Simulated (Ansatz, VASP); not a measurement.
## SnTe in VASP and in Ansatz

The input INCAR:

```
  PREC = Accurate
  ENCUT = 500
  EDIFF = 1E-6
  ISMEAR = 0
  SIGMA = 0.01
  LREAL = False
  LASPH = True
  NELM = 120
  ALGO = Normal
  ISIF = 2
  LWAVE = False
  LCHARG = True
  GGA = B5
  ALDAX = 1.0
  AGGAX = 1.0
  AGGAC = 1.0
  ALDAC = 0.0
  LELF = True
  LVHAR = True
  NBANDS = 17
  GGA_COMPAT = False
```

The input KPOINTS:

```
Automatic mesh
0
Gamma
  6 6 6
```

File POSCAR:

```
SnTe
1.0
    0.0000000000      3.6111460000      3.6111460000
    3.6111460000      0.0000000000      3.6111460000
    3.6111460000      3.6111460000      0.0000000000
Sn Te
1 1
Direct
    0.0000000000      0.0000000000      0.0000000000
    0.2500000000      0.2500000000      0.2500000000
```

Input for Ansatz:

```yaml
crystal:
  lattice:
    bravais: fcc
    a: 7.222292
  space_group: 216
  atoms:
    - { symbol: Sn, position: [0.0, 0.0, 0.0] }
    - { symbol: Te, position: [0.25, 0.25, 0.25] }
  reduce_to_primitive: true
kpoints:
  mp_grid:
    grid: [6, 6, 6]
hamiltonian:
  xc: blyp
scf:
  occupations:
    method: fixed
output:
  forces: true
  stress: true
```

Alike in both runs: task single point; functional BLYP; k mesh 6 × 6 × 6; no spin polarisation.

|  | VASP | Ansatz |
| --- | --- | --- |
| version | VASP 6.6.1 | Ansatz 0.2.0 |
| potentials or method | VASP PAW PBE potentials, release 64 (Sn_d, Te) | plane waves, PAW |
| plane-wave cutoff (eV) | 500 | 420 |
| occupations | gaussian, width 0.01 eV | fixed |
| valence electrons in the cell | 20 | 30 |

```tsv
	VASP	Ansatz	Ansatz less VASP
pressure (GPa)	1.6	1.6	-0.07
```

VASP's potentials were made for PBE, not for BLYP. VASP's potentials hold 20 valence electrons a cell and Ansatz's 30, so a difference there can come from the potentials and not from the codes.

Neither program's run includes spin-orbit coupling.
